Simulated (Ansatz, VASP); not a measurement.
Two plane-wave programs on BeB2P3

Contents of INCAR:

```
  PREC = Accurate
  ENCUT = 600
  EDIFF = 1E-6
  ISMEAR = 0
  SIGMA = 0.1
  LREAL = False
  LASPH = True
  NELM = 80
  ALGO = Normal
  ISIF = 3
  LWAVE = False
  LCHARG = False
  GGA = PE
  IBRION = 2
  NSW = 90
  EDIFFG = -0.04
```

File KPOINTS:

```
regular mesh
0
Gamma
  6 6 4
```

Contents of POSCAR:

```
BeB2P3
1.0
    1.8180033600     -3.1999704900      0.0000000000
    1.8180033600      3.1999704900      0.0000000000
   -0.1923198600      0.0000000000      7.0111268900
Be B P
1 2 3
Direct
    0.6562709200      0.3437290800      0.0000000000
    0.2503371900      0.5912692700      0.2388859500
    0.4087307300      0.7496628100      0.7611140500
    0.6755216900      0.3244783100      0.5000000000
    0.0183423900      0.9816576100      0.0000000000
    0.9907970800      0.0092029200      0.5000000000
```

Input for Ansatz:

```yaml
crystal:
  lattice:
    - [1.81800336, -3.19997049, 0.0]
    - [1.81800336, 3.19997049, 0.0]
    - [-0.19231986, 0.0, 7.01112689]
  atoms:
    - { symbol: Be, position: [0.65627092, 0.34372908, 0.0] }
    - { symbol: B, position: [0.25033719, 0.59126927, 0.23888595] }
    - { symbol: B, position: [0.40873073, 0.74966281, 0.76111405] }
    - { symbol: P, position: [0.67552169, 0.32447831, 0.5] }
    - { symbol: P, position: [0.01834239, 0.98165761, 0.0] }
    - { symbol: P, position: [0.99079708, 0.00920292, 0.5] }
basis:
  ecutwfc: 420
kpoints:
  mp_grid: { grid: [6, 6, 4] }
hamiltonian:
  xc: pbe
scf:
  occupations: { method: gaussian, width: 0.1 }
  lower_state_search: "off"
output:
  forces: true
  stress: true
  eigenvalues: true
relax:
  adjacent_minimum: "off"
  f_tol: 0.04
  max_steps: 70
  cell: { stress_tol: 0.4 }
```

Alike in both runs: task relaxation of cell and atoms; functional PBE; k mesh 6 × 6 × 4; occupations gaussian, width 0.1 eV; no spin polarisation.

|  | VASP | Ansatz |
| --- | --- | --- |
| version | VASP 6.6.1 | Ansatz 0.2.0 |
| potentials or method | VASP PAW PBE potentials, release 64 (Be, B, P), cutoff 600 eV | scalar-relativistic, plane waves, PAW |
| valence electrons in the cell | 23 | 23 |

|  | VASP | Ansatz | Ansatz less VASP |
| --- | --- | --- | --- |
| gap on the k mesh at the Fermi level, each at its own relaxed structure (eV) | none | none | - |
| relaxed volume (Å³/atom) | 13.60 | 13.96 | +0.354 |
| relaxed cell length with the largest relative difference (Å) | 5.013 | 6.109 | +1.0951 |

A gap of «none» marks a metal or a gap that the smearing closes. One of these differences is far larger than is usual between the two programs; its cause wasn't traced.
